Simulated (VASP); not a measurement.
# Sb in VASP: notebook, part 2 of 2

VASP 6.6.1. The steps go on from the part before.

### Step 3. Single point, PBEsol

This run uses another cell than the first one, of 147.52 Å³/atom, 1.018 times its volume.

File INCAR:

```
SYSTEM = Sb
  PREC = Accurate
  ENCUT = 520
  EDIFF = 1E-6
  ISMEAR = -1
  SIGMA = 0.02
  LREAL = .FALSE.
  LASPH = .TRUE.
  NELM = 80
  ALGO = Normal
  ISIF = 2
  LWAVE = .FALSE.
  LCHARG = .TRUE.
  LDIPOL = .TRUE.
  IDIPOL = 3
  DIPOL = 0.5 0.5 0.327
  GGA = PS
  LELF = .TRUE.
  LVHAR = .TRUE.
  LVACPOTAV = .TRUE.
  NBANDS = 18
```

File KPOINTS:

```
regular mesh
0
G
  6 6 1
  0 0 0
```

File POSCAR:

```
Sb
1.0
    4.7128488999      0.0000000000      0.0000000000
    0.0000000000      4.3142726534      0.0000000000
    0.0000000000      0.0000000000     29.0216962420
Sb
4
Direct
    0.0432668822      0.0000000000      0.3754689406
    0.4567331178      0.5000000000      0.3754689406
    0.5432668822      0.5000000000      0.2792136748
    0.9567331178      0.0000000000      0.2792136748
```

Potentials or basis: VASP PAW PBE potentials, release 64 (Sb).

Run with:

```
$ cat potpaw_PBE.64/Sb/POTCAR > POTCAR
$ mpirun -np 1 vasp_std > vasp.out
```

OUTCAR:

```text
SYSTEM = Sb
   PREC = Accurate
   ENCUT = 520
   EDIFF = 1E-6
   ISMEAR = -1
   LREAL = .FALSE.
   LASPH = .TRUE.
   NELM = 80
   ISIF = 2
   GGA = PS

 ion  position               nearest neighbor table
   1  0.043  0.000  0.375-   4 2.82   2 2.91   2 2.91   2 3.51   2 3.51
   2  0.457  0.500  0.375-   3 2.82   1 2.91   1 2.91   1 3.51   1 3.51
   3  0.543  0.500  0.279-   2 2.82   4 2.91   4 2.91   4 3.51   4 3.51
   4  0.957  0.000  0.279-   1 2.82   3 2.91   3 2.91   3 3.51   3 3.51

  LATTYP: Found a simple orthorhombic cell.
 ALAT       =     4.3142726534
 B/A-ratio  =     1.0923855024
 C/A-ratio  =     6.7269035996

  Lattice vectors:

 A1 = (   0.0000000000,  -4.3142726534,   0.0000000000)
 A2 = (   4.7128488999,   0.0000000000,   0.0000000000)
 A3 = (   0.0000000000,   0.0000000000,  29.0216962420)

Analysis of symmetry for initial positions (statically):
=====================================================================
 Subroutine PRICEL returns:
 Original cell was already a primitive cell.

 Routine SETGRP: Setting up the symmetry group for a
 simple orthorhombic supercell.

 Subroutine GETGRP returns: Found  8 space group operations
 (whereof  2 operations were pure point group operations)
 out of a pool of  8 trial point group operations.

The static configuration has the point symmetry C_1h.
 The point group associated with its full space group is D_2h.

Analysis of symmetry for dynamics (positions and initial velocities):
=====================================================================
 Subroutine PRICEL returns:
 Original cell was already a primitive cell.

 Routine SETGRP: Setting up the symmetry group for a
 simple orthorhombic supercell.

 Subroutine GETGRP returns: Found  8 space group operations
 (whereof  2 operations were pure point group operations)
 out of a pool of  8 trial point group operations.

The dynamic configuration has the point symmetry C_1h.
 The point group associated with its full space group is D_2h.

 Subroutine INISYM returns: Found  8 space group operations
 (whereof  2 operations are pure point group operations),
 and found     1 'primitive' translations

----------------------------------------------------------------------------------------

                                     Primitive cell

  volume of cell :     590.0841

  direct lattice vectors                    reciprocal lattice vectors
     4.712848900  0.000000000  0.000000000     0.212185882  0.000000000  0.000000000
     0.000000000  4.314272653  0.000000000     0.000000000  0.231788781  0.000000000
     0.000000000  0.000000000 29.021696242     0.000000000  0.000000000  0.034456980

  length of vectors
     4.712848900  4.314272653 29.021696242     0.212185882  0.231788781  0.034456980

  position of ions in fractional coordinates (direct lattice)
     0.043266882  0.000000000  0.375468941
     0.456733118  0.500000000  0.375468941
     0.543266882  0.500000000  0.279213675
     0.956733118  0.000000000  0.279213675

  ion indices of the primitive-cell ions
   primitive index   ion index
                 1           1
                 2           2
                 3           3
                 4           4

----------------------------------------------------------------------------------------

 KPOINTS: regular mesh

[... 38 lines left out ...]
  0.333333  0.500000  0.000000      2.000000
  0.500000  0.500000  0.000000      1.000000
   k-points           NKPTS =     16   k-points in BZ     NKDIM =     16   number of bands    NBANDS=     18
   number of dos      NEDOS =    301   number of ions     NIONS =      4
   total plane-waves  NPLWV = 248832
   dimension x,y,z NGX =    36 NGY =   32 NGZ =  216
   dimension x,y,z NGXF=    72 NGYF=   64 NGZF=  432
   ions per type =               4
   NGX,Y,Z   is equivalent  to a cutoff of  12.70, 12.33, 12.37 a.u.
   NGXF,Y,Z  is equivalent  to a cutoff of  25.40, 24.66, 24.75 a.u.
 SYSTEM =  Sb
   PREC   = accura    normal or accurate (medium, high low for compatibility)
   ISTART =      0    job   : 0-new  1-cont  2-samecut
   ICHARG =      2    charge: 1-file 2-atom 10-const
   ISPIN  =      1    spin polarized calculation?
   LNONCOLLINEAR =      F non collinear calculations
   LSORBIT =      F    spin-orbit coupling
   LASPH  =      T    aspherical Exc in radial PAW
   ENCUT  =  520.0 eV  38.22 Ry    6.18 a.u.   8.76  8.02 53.96*2*pi/ulx,y,z
   NELM   =     80;   NELMIN=  2; NELMDL= -5     # of ELM steps
   EDIFF  = 0.1E-05   stopping-criterion for ELM
   LREAL  =      F    real-space projection
   EDIFFG = 0.1E-04   stopping-criterion for IOM
   NSW    =      0    number of steps for IOM
   IBRION =     -1    ionic relax: 0-MD 1-quasi-New 2-CG
   NFREE  =      0    steps in history (QN), initial steepest desc. (CG)
   ISIF   =      2    stress and relaxation
   ISYM   =      2    0-nonsym 1-usesym 2-fastsym
   POTIM  = 0.5000    time-step for ionic-motion
   TEBEG  =    0.0;   TEEND  =   0.0 temperature during run
   PSTRESS=    0.0 pullay stress
   NELECT =      20.0000    total number of electrons
   NUPDOWN=      -1.0000    fix difference up-down
   EMIN   =  10.00;   EMAX   =-10.00  energy-range for DOS
   EFERMI =   0.00;   METHOD = LEGACY
   ISMEAR =    -1;   SIGMA  =   0.02  broadening in eV -4-tet -1-fermi 0-gaus
   EFERMI_NEDOS =   21; number of points for ismear=-14 and -15
   IALGO  =     38    algorithm
   IMIX   =      4    mixing-type and parameters
     AMIX     =   0.40;   BMIX     =  1.00
     AMIX_MAG =   1.60;   BMIX_MAG =  1.00
  volume/ion in A,a.u.               =     147.52       995.52
  Fermi-wavevector in a.u.,A,eV,Ry     =   0.529802  1.001180  3.819020  0.280690
  Thomas-Fermi vector in A             =   1.552068
   LORBIT       =      0    0 simple, 1 ext, 2 COOP (PROOUT), +10 PAW based schemes
   GGA     = PS    functional components
   LHFCALC =     F    Hartree Fock is set to
   AEXX    =    0.0000 exact exchange contribution
   IVDW    =     0    specifies the selected vdW correction
   LEPSILON=     F    determine dielectric tensor
   LRPA    =     F    only Hartree local field effects (RPA)
 non-spin polarized calculation
  energy-cutoff  :      520.00
  volume of cell :      590.08
 maximum number of plane-waves:     15944
 NGX is ok and might be reduce to    36
   NGX = 17   NGY = 17   NGZ =107

 dipolmoment           0.000000      0.000000     -0.000059 electrons x Angstroem

 number of electron      20.0000000 magnetization

 dipolmoment           0.000000      0.000000      0.000002 electrons x Angstroem

 Free energy of the ion-electron system (eV)
  ---------------------------------------------------
  ext. energy  EPLUGINS =         0.00000000
  ---------------------------------------------------
  free energy    TOTEN  =       -17.57224407 eV

  energy without entropy =      -17.57223356  energy(sigma->0) =      -17.57223882

 E-fermi :  -1.6732     XC(G=0):  -2.3859

 val. band max:       -1.8386892375   @ k =   0.3333   0.0000   0.0000
 cond. band min:      -1.5223009534   @ k =   0.0000   0.0000   0.0000
 fundamental gap:      0.3163882840
 Fermi energy:        -1.6732218252

 k-point     1 :       0.0000    0.0000    0.0000
  band No.  band energies     occupation
      1     -13.9854      2.00000
      2     -12.0658      2.00000
      3      -9.4622      2.00000
      4      -6.9770      2.00000
      5      -5.8988      2.00000
      6      -5.2265      2.00000
[... 313 lines left out ...]
      5      -6.5952      2.00000
      6      -6.5952      2.00000
[... 10 lines left out ...]
     17       4.0654      0.00000
     18       4.0654      0.00000

------------------------ aborting loop because EDIFF is reached ----------------------------------------

  FORCE on cell =-STRESS in cart. coord.  units (eV):
  Direction    XX          YY          ZZ          XY          YZ          ZX
  --------------------------------------------------------------------------------------
  -------------------------------------------------------------------------------------
  Total        0.0851148      0.1906963      0.2945230      0.0000000      0.0000000     -0.0000000
  in kB        0.2311011      0.5177724      0.7996795      0.0000000      0.0000000     -0.0000000
  external PRESSURE =       0.5161843 kB  Pullay stress =       0.0000000 kB

 VOLUME and BASIS-vectors are now :
 -----------------------------------------------------------------------------
  energy-cutoff  :      520.00
  volume of cell :      590.08
      direct lattice vectors                 reciprocal lattice vectors
     4.712848900  0.000000000  0.000000000     0.212185882  0.000000000  0.000000000
     0.000000000  4.314272653  0.000000000     0.000000000  0.231788781  0.000000000
     0.000000000  0.000000000 29.021696242     0.000000000  0.000000000  0.034456980

 POSITION                                       TOTAL-FORCE (eV/Angst)
 -----------------------------------------------------------------------------------
      0.20391      0.00000     10.89675        -0.041737      0.000000      0.053503
      2.15251      2.15714     10.89675         0.041737      0.000000      0.053503
      2.56033      2.15714      8.10325        -0.041737      0.000000     -0.053503
      4.50894      0.00000      8.10325         0.041737      0.000000     -0.053503
 -----------------------------------------------------------------------------------
    total drift:                               -0.000000      0.000000      0.000009

  FREE ENERGIE OF THE ION-ELECTRON SYSTEM (eV)
  ---------------------------------------------------
  free  energy   TOTEN  =       -17.5722440707 eV

  energy  without entropy=      -17.5722335648  energy(sigma->0) =      -17.57223882

 vacuum level on the upper side and lower side of the slab         2.234         2.234
```

Run time: 100 s. Hardware: 1 thread of Intel Xeon 6975P-C (Granite Rapids), shared host; peak memory 0.56 GiB.

What came out:

| Item | Value |
| --- | --- |
| Free energy | -17.5722 eV |
| Largest force | 0.068 eV/Å |
| Band gap on the k mesh | 0.32 eV, indirect (least direct gap 0.37 eV) |

Forces in eV/Å, atoms in the order of the input:
```
Sb  -0.042  0.000  0.054
Sb   0.042  0.000  0.054
Sb  -0.042  0.000 -0.054
Sb   0.042  0.000 -0.054
```

Levels at points of the mesh, in eV from the valence-band top:
| k point | band 8 | band 9 | band 10 | band 11 | band 12 | band 13 |
| --- | --- | --- | --- | --- | --- | --- |
| (0.00, 0.00, 0.00) | -1.78 | -1.54 | -0.05 | 0.32 | 1.81 | 2.41 |
| (0.50, 0.00, 0.00) | -1.58 | -0.62 | -0.62 | 1.17 | 1.17 | 1.36 |
| (0.00, 0.50, 0.00) | -1.61 | -1.47 | -1.47 | 0.88 | 0.88 | 1.00 |
| (0.50, 0.50, 0.00) | -3.61 | -1.78 | -1.78 | 2.26 | 2.26 | 3.98 |

Caveat: the PAW data sets were made with another functional, which shifts forces and pressure a little; spin-orbit coupling is left out, which moves the levels of the heavy elements.

### Step 4. Single point, PBE

This run uses another cell than the first one, of 157.80 Å³/atom, 1.089 times its volume.

File INCAR:

```
PREC = Accurate
ENCUT = 520
EDIFF = 1E-6
ISMEAR = -1
SIGMA = 0.02
LREAL = F
LASPH = T
NELM = 60
ALGO = Normal
ISIF = 2
LWAVE = F
LCHARG = T
LDIPOL = T
IDIPOL = 3
DIPOL = 0.5 0.5 0.327
GGA = PE
LELF = T
LVHAR = T
LVACPOTAV = T
NBANDS = 18
```

File KPOINTS:

```
regular mesh
0
Gamma
  6 6 1
```

File POSCAR:

```
Sb
1.0
    5.1294278169      0.0000000000      0.0000000000
    0.0000000000      4.2400752000      0.0000000000
    0.0000000000      0.0000000000     29.0216962420
Sb
4
Direct
    0.0594220751      0.0000000000      0.3752152672
    0.4405779249      0.5000000000      0.3752152672
    0.5594220751      0.5000000000      0.2794673482
    0.9405779249      0.0000000000      0.2794673482
```

Run with:

```
$ cat potpaw_PBE.64/Sb/POTCAR > POTCAR
$ mpirun -np 1 vasp_std > vasp.out
```

It took 2.1 min on 1 thread of Intel Xeon 6975P-C (Granite Rapids), shared host; peak memory 0.64 GiB.

The run converged. Its results:

```
Free energy            : -16.1341 eV
Largest force          : 0.307 eV/Å
Band gap on the k mesh : 0.53 eV, indirect (least direct gap 0.68 eV)
```

Forces on the atoms (eV/Å):
```
Sb  -0.241  0.000  0.192
Sb   0.241  0.000  0.192
Sb  -0.241  0.000 -0.192
Sb   0.241  0.000 -0.192
```

Levels at points of the mesh, in eV from the valence-band top:
| k point | band 7 | band 8 | band 9 | band 10 | band 11 | band 12 | band 13 | band 14 |
| --- | --- | --- | --- | --- | --- | --- | --- | --- |
| (0.00, 0.00, 0.00) | -2.50 | -1.56 | -1.15 | -0.15 | 0.53 | 1.78 | 2.15 | 2.69 |
| (0.50, 0.00, 0.00) | -1.52 | -1.52 | -0.55 | -0.55 | 1.16 | 1.16 | 2.06 | 2.06 |
| (0.00, 0.50, 0.00) | -1.85 | -1.85 | -1.60 | -1.60 | 0.93 | 0.93 | 1.21 | 1.21 |
| (0.50, 0.50, 0.00) | -3.33 | -3.33 | -1.44 | -1.44 | 2.16 | 2.16 | 3.92 | 3.92 |

Caveat: spin-orbit coupling is left out, which moves the levels of the heavy elements.

### Step 5. The runs side by side

```csv
level,potentials or basis,cell,gap on the mesh (eV),largest force (eV/Å)
LDA,"VASP PAW LDA potentials, release 64 (Sb)","a = 4.654, b = 4.291, c = 29.022 Å, 4 atoms",0.23,0.09
PBEsol,"VASP PAW PBE potentials, release 64 (Sb)","a = 4.713, b = 4.314, c = 29.022 Å, 4 atoms",0.32,0.07
PBE,"VASP PAW PBE potentials, release 64 (Sb)","a = 5.129, b = 4.240, c = 29.022 Å, 4 atoms",0.53,0.31
```

Alike in all rows: task single point; no spin polarisation; k mesh 6 × 6 × 1; cutoff (eV) 520; smearing fermi-dirac 0.02 eV.

Caveats: spin-orbit coupling is left out, which moves the levels of the heavy elements; the PAW data sets were made with another functional, which shifts forces and pressure a little (some runs).

Absolute energies hang on the potentials; compare differences alone.
